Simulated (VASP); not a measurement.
Write the native input for VASP 6.6.1 that does the following.

```yaml
Task: single point
Functional: PBE
Potentials_or_basis: VASP PAW PBE potentials, release 64 (Si)
Cutoff: 520 eV
k_mesh: 6 × 6 × 8
Occupations: gaussian, width 0.1 eV
Spin: no spin polarisation
Dipole_correction: no
Further_INCAR_settings: ALGO = Normal; EDIFF = 1e-06; NBANDS = 28
```

The structure of Si lies in POSCAR:

```
Si
1.0
    6.1672724361      0.0000000000      0.0000000000
   -3.0836362180      5.3410146017      0.0000000000
    0.0000000000      0.0000000000      5.7296539306
Si
9
Direct
    0.6898546679      0.2228244275      0.5079966121
    0.7771755725      0.4670302404      0.1746632787
    0.5329697596      0.3101453321      0.8413299454
    0.2228244275      0.6898546679      0.4920033879
    0.4670302404      0.7771755725      0.8253367213
    0.3101453321      0.5329697596      0.1586700546
    0.8640098221      0.0000000000      0.6666666667
    0.0000000000      0.8640098221      0.3333333333
    0.1359901779      0.1359901779      0.0000000000
```

These files were run (other wordings do the same):

INCAR

```
PREC = Accurate
ENCUT = 520
EDIFF = 1E-6
ISMEAR = 0
SIGMA = 0.1
LREAL = F
LASPH = T
NELM = 100
ALGO = Normal
ISIF = 2
LWAVE = F
LCHARG = T
GGA = PE
LELF = T
LVHAR = T
NBANDS = 28
```

KPOINTS

```
regular mesh
0
Gamma
  6 6 8
```

Potentials or basis: VASP PAW PBE potentials, release 64 (Si).

Command:

```sh
$ cat potpaw_PBE.64/Si/POTCAR > POTCAR
$ mpirun -np 1 vasp_std > vasp.out
```

It gave:

```json
{
  "Pressure": "-0.1 GPa",
  "Largest force": "0.011 eV/Å",
  "Band gap on the k mesh": "zero (band 18 reaches 5.92 eV, above the bottom of band 19 at 5.26 eV)"
}
```

It took 4.8 min on 1 thread of AMD EPYC 7R13 Processor (Zen 3) (shared host), peak memory 0.36 GiB.
